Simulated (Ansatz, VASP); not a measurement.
# InGa2As3: VASP beside Ansatz

```
In Ga As
1.0
    -2.08805    6.25966    2.94545
     2.08805   -6.25966    2.94545
     2.08805    6.25966   -2.94545
In Ga As
1 2 3
Cartesian
  0.0000 0.0000 0.0001
  0.0000 8.3784 0.0017
  0.0000 4.1410 0.0017
  2.0881 4.0674 -1.3939
  0.0000 2.1922 1.5516
  0.0000 6.2597 1.3116
```

Alike in both runs: functional PBE; k mesh 5 × 5 × 5; occupations gaussian, width 0.2 eV; no spin polarisation.

Ansatz relaxed the structure, and its values are those at the end. VASP's run is a single point on that final structure, the one shown.

|  | VASP | Ansatz |
| --- | --- | --- |
| version | VASP 6.6.1 | Ansatz 0.2.0 |
| potentials or method | VASP PAW PBE potentials, release 64 (In_d, Ga_d, As), cutoff 520 eV | scalar-relativistic, plane waves, PAW |
| valence electrons in the cell | 54 | 84 |

Ansatz gave:

| Property | Result |
| --- | --- |
| gap on the k mesh at the Fermi level (eV) | none |
| pressure (GPa) | -0.2 |
| rms of the force components (eV/Å) | 0.029 |

Q: Which values does VASP return?

A: gap on the k mesh at the Fermi level (eV): none; pressure (GPa): -0.1; rms of the force components (eV/Å): 0.031.

A gap of «none» marks a metal or a gap that the smearing closes. The functional is the same, so the differences come from potentials, cutoffs and numerics. VASP's potentials hold 54 valence electrons a cell and Ansatz's 84, so a difference there can come from the potentials and not from the codes.

The k mesh is coarse, so the values compare programs but aren't converged.
